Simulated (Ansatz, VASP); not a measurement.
## Al4H: VASP beside Ansatz

```
Al H
1.0
     2.51152    1.45003    3.30253
    -2.51152    1.45003    3.30253
     0.00000   -2.90005    3.30253
Al H
4 1
Direct
  0.50000 0.50000 0.00000
  0.00000 0.50000 0.50000
  0.50000 0.00000 0.50000
  0.50000 0.50000 0.50000
  0.00000 0.00000 0.00000
```

Alike in both runs: task relaxation of cell and atoms; functional PBE; k mesh 6 × 6 × 6; occupations gaussian, width 0.1 eV; no spin polarisation.

```csv
,VASP,Ansatz
version,VASP 6.6.1,Ansatz 0.2.0
potentials or method,"VASP PAW PBE potentials, release 64 (Al, H), cutoff 600 eV","scalar-relativistic, plane waves, PAW"
valence electrons in the cell,13,13
```

Ansatz gave:

| Property | Result |
| --- | --- |
| gap on the k mesh at the Fermi level, each at its own relaxed structure (eV) | none |
| relaxed volume (Å³/atom) | 21.51 |
| relaxed length of the cell vector where the two differ most in proportion (Å) | 5.390 |

Question: Which values does VASP return?

Answer: gap on the k mesh at the Fermi level, each at its own relaxed structure (eV): none; relaxed volume (Å³/atom): 21.53; relaxed length of the cell vector where the two differ most in proportion (Å): 5.394.

A gap of «none» marks a metal or a gap that the smearing closes.

Noted on VASP's run: the volume moved by over 15 % at a fixed basis, so the end points are rough.
